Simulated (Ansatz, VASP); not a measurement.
**Two plane-wave programs on Ti**

```
CELL_PARAMETERS angstrom
2.93568 0.00000 0.00000
-1.46784 2.54238 0.00000
0.00000 0.00000 4.63640
ATOMIC_POSITIONS crystal
Ti 0.33333 0.66667 0.25000
Ti 0.66667 0.33333 0.75000
```

Alike in both runs: functional r2SCAN; k mesh 18 × 18 × 10; occupations gaussian, width 0.1 eV; no spin polarisation.

Ansatz relaxed the structure, and its values are those at the end. VASP's run is a single point on that final structure, the one shown.

```csv
,VASP,Ansatz
version,VASP 6.6.1,Ansatz 0.2.0
potentials or method,"VASP PAW PBE potentials, release 64 (Ti_sv), cutoff 520 eV","scalar-relativistic, plane waves, PAW"
valence electrons in the cell,24,24
```

```csv
,VASP,Ansatz,Ansatz less VASP
gap on the k mesh at the Fermi level (eV),none,none,-
pressure (GPa),0.4,0.0,-0.36
```

VASP's potentials were made for PBE, not for r2SCAN. A gap of «none» marks a metal or a gap that the smearing closes. The functional is the same, so the differences come from potentials, cutoffs and numerics.
